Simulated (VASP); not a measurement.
Ca:

```
Ca
1.0
     0.00000    3.84000    3.84000
     3.84000    0.00000    3.84000
     3.84000    3.84000    0.00000
Ca
2
Direct
  0.00000 0.00000 0.00000
  0.25000 0.25000 0.25000
```

This isn't the form of Ca at room conditions, which is fcc.

- Program: VASP 6.6.1
- Task: relaxation of cell and atoms
- Functional: LDA
- Potentials or basis: VASP PAW LDA potentials, release 64 (Ca_sv)
- Cutoff: 500 eV
- k mesh: 5 × 5 × 5
- Occupations: fermi-dirac, width 0.1 eV
- Spin: no spin polarisation

At the start: pressure 1.1 GPa; volume 56.62 Å³/atom.

Problem. Where does the relaxation end?

Solution. Over 3 steps the energy falls by 43.8 meV/atom and the volume is 69.70 Å³/atom (+23.1 %); space group Fd-3m (No. 227, to 0.1 Å) before and after.

Step by step:
| step | energy change (eV) | largest force (eV/Å) | pressure (GPa) | volume (Å³) |
| --- | --- | --- | --- | --- |
| 1 | 0.0000 | 0.0000 | 1.05 | 113.25 |
| 2 | -0.0362 | 0.0000 | 0.81 | 119.45 |
| 3 | -0.0875 | 0.0000 | 0.04 | 139.40 |

Final structure:
```
Ca
1.0
     0.00000    4.11537    4.11537
     4.11537    0.00000    4.11537
     4.11537    4.11537    0.00000
Ca
2
Cartesian
  0.0000 0.0000 0.0000
  2.0577 2.0577 2.0577
```

Caveat: the volume moved by over 15 % at a fixed basis, so the end points are rough.
